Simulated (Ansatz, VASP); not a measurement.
**P: VASP beside Ansatz**

```
CELL_PARAMETERS angstrom
2.78186 0.00000 0.00000
-1.39093 2.40916 0.00000
0.00000 0.00000 4.54277
ATOMIC_POSITIONS crystal
P 0.33333 0.66667 0.25000
P 0.66667 0.33333 0.75000
```

Alike in both runs: task relaxation of cell and atoms; functional BLYP; k mesh 13 × 13 × 7; occupations fermi-dirac, width 0.1 eV; no spin polarisation.

```csv
,VASP,Ansatz
version,VASP 6.6.1,Ansatz 0.2.0
potentials or method,"VASP PAW PBE potentials, release 64 (P), cutoff 600 eV","plane waves (420 eV) with PAW, scalar-relativistic"
valence electrons in the cell,10,10
```

|  | VASP | Ansatz | Ansatz less VASP |
| --- | --- | --- | --- |
| relaxed volume (Å³/atom) | 17.18 | 17.14 | -0.040 |
| relaxed cell length with the largest relative difference (Å) | 3.451 | 3.448 | -0.0029 |

VASP's potentials were made for PBE, not for BLYP.
